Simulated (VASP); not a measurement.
A run of VASP 6.6.1 is set up as follows.

INCAR

```
PREC = Accurate ; ENCUT = 520
EDIFF = 1E-6 ; ISMEAR = 0
SIGMA = 0.05 ; LREAL = False
LASPH = True ; NELM = 80
ALGO = Normal ; ISIF = 2
LWAVE = False ; LCHARG = False
GGA = PE ; IVDW = 12
NBANDS = 20
```

File KPOINTS:

```
regular mesh
0
Gamma
  12 12 12
```

POSCAR

```
MoS2
1.0
    1.6237686103      0.9374832442      5.8166389361
   -1.6237686103      0.9374832442      5.8166389361
    0.0000000000     -1.8749664885      5.8166389361
Mo S
1 2
Direct
    0.0000172715      0.0000172715      0.0000172715
    0.7535591261      0.7535591261      0.7535591261
    0.5797236024      0.5797236024      0.5797236024
```

Potentials or basis: VASP PAW PBE potentials, release 64 (Mo_sv, S).

Run with:

```console
$ cat potpaw_PBE.64/Mo_sv/POTCAR potpaw_PBE.64/S/POTCAR > POTCAR
$ mpirun -np 1 vasp_std > vasp.out
```

**Question.** Predict the largest force.

**Answer.** 0.260 eV/Å.

**Question.** Estimate the band gap on the k mesh.

**Answer.** 0.27 eV (least direct gap 1.42 eV).

Stress tensor (GPa, compression positive):
```
-6.87  0.00  0.00
 0.00 -6.87  0.00
 0.00  0.00  2.93
```

Caveat: the cell differs from its parent crystal (strain +0.030 along x and y, -0.030 along z); the stress differs along the axes, from -7 to 3 GPa. A k mesh can miss the band edges.
